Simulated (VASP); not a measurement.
Set up this calculation in VASP 6.6.1, as the native input.

| Quantity | Value |
| --- | --- |
| Task | single point |
| Functional | r2SCAN |
| Potentials or basis | VASP PAW PBE potentials, release 64 (Ti_sv, Al) |
| Cutoff | 520 eV |
| k mesh | 8 × 8 × 8 |
| Occupations | fermi-dirac, width 0.05 eV |
| Spin | no spin polarisation |
| Dipole correction | no |
| Further INCAR settings | ALGO = Normal; EDIFF = 1e-06; NBANDS = 14 |

Crystal: TiAl.

```
Ti Al
1.0
     3.11417    0.00000    0.00000
     0.00000    3.11417    0.00000
     0.00000    0.00000    3.11417
Ti Al
1 1
Direct
  0.00000 0.00000 0.00000
  0.50000 0.50000 0.50000
```

These files were run (other wordings do the same):

POSCAR

```
TiAl
1.0
    3.1141669331      0.0000000000      0.0000000000
    0.0000000000      3.1141669331      0.0000000000
    0.0000000000      0.0000000000      3.1141669331
Ti Al
1 1
Direct
    0.0000000000      0.0000000000      0.0000000000
    0.5000000000      0.5000000000      0.5000000000
```

INCAR.step1

```
PREC = Accurate
ENCUT = 520
ISMEAR = -1
SIGMA = 0.05
LREAL = F
LASPH = T
NELM = 60
NBANDS = 14
GGA = PE
ALGO = Normal
EDIFF = 1E-4
LWAVE = T
LCHARG = F
```

INCAR.step2

```
PREC = Accurate
ENCUT = 520
EDIFF = 1E-6
ISMEAR = -1
SIGMA = 0.05
LREAL = F
LASPH = T
NELM = 60
ALGO = Normal
ISIF = 2
LWAVE = F
LCHARG = F
METAGGA = R2SCAN
LMIXTAU = T
NBANDS = 14
ISTART = 1
```

KPOINTS

```
regular mesh
0
Gamma
  8 8 8
```

Potentials or basis: VASP PAW PBE potentials, release 64 (Ti_sv, Al).

Launch:

```console
$ cat potpaw_PBE.64/Ti_sv/POTCAR potpaw_PBE.64/Al/POTCAR > POTCAR
$ cp INCAR.step1 INCAR
$ mpirun -np 1 vasp_std > vasp.out
$ cp INCAR.step2 INCAR
$ mpirun -np 1 vasp_std > vasp.out
```

It gave:

```json
{
  "Pressure": "7.7 GPa"
}
```

Caveat: the PAW data sets were made with another functional, which shifts forces and pressure a little.

Wall time 50 s on 1 thread of Intel Xeon 8259CL, on a shared host, peak memory 0.15 GiB.
